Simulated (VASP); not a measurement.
Input of a VASP 6.6.1 run:

Contents of POSCAR:

```
P
1.0
    3.4385568657      0.0000000000      0.0000000000
    0.0000000000     36.4272375714      0.0000000000
    0.0000000000      0.0000000000      4.4906438587
P
4
Direct
    0.0000000000      0.9712883905      0.5886981360
    0.0000000000      0.0287116095      0.4113018640
    0.5000000000      0.0287116095      0.0886981360
    0.5000000000      0.9712883905      0.9113018640
```

File INCAR.step1:

```
SYSTEM = P
  ALGO = Normal
  EDIFF = 1E-4
  ENCUT = 520
  GGA = PE
  ISMEAR = 0
  LASPH = .True.
  LCHARG = .False.
  LREAL = .False.
  LWAVE = .True.
  NBANDS = 18
  NELM = 80
  PREC = Accurate
  SIGMA = 0.02
```

File INCAR.step2:

```
SYSTEM = P
  ALGO = Normal
  EDIFF = 1E-6
  ENCUT = 520
  ISIF = 2
  ISMEAR = 0
  ISTART = 1
  LASPH = .True.
  LCHARG = .False.
  LMIXTAU = .True.
  LREAL = .False.
  LWAVE = .False.
  METAGGA = R2SCAN
  NBANDS = 18
  NELM = 80
  PREC = Accurate
  SIGMA = 0.02
```

File KPOINTS:

```
k-points
0
Gamma
  8 1 6
  0 0 0
```

Potentials or basis: VASP PAW PBE potentials, release 64 (P).

Run with:

```console
$ cat potpaw_PBE.64/P/POTCAR > POTCAR
$ cp INCAR.step1 INCAR
$ mpirun -np 1 vasp_std > vasp.out
$ cp INCAR.step2 INCAR
$ mpirun -np 1 vasp_std > vasp.out
```

(1) What does it give for the largest force?

(2) Predict the band gap on the k mesh.

Results:

(1) 0.089 eV/Å.

(2) 1.22 eV.

Caveat: the cell differs from its parent crystal (biaxial strain in the a-b plane: +4.5 %, then relaxed in part); there is no dipole correction, which matters where the two faces differ; the PAW data sets were made with another functional, which shifts forces and pressure a little.
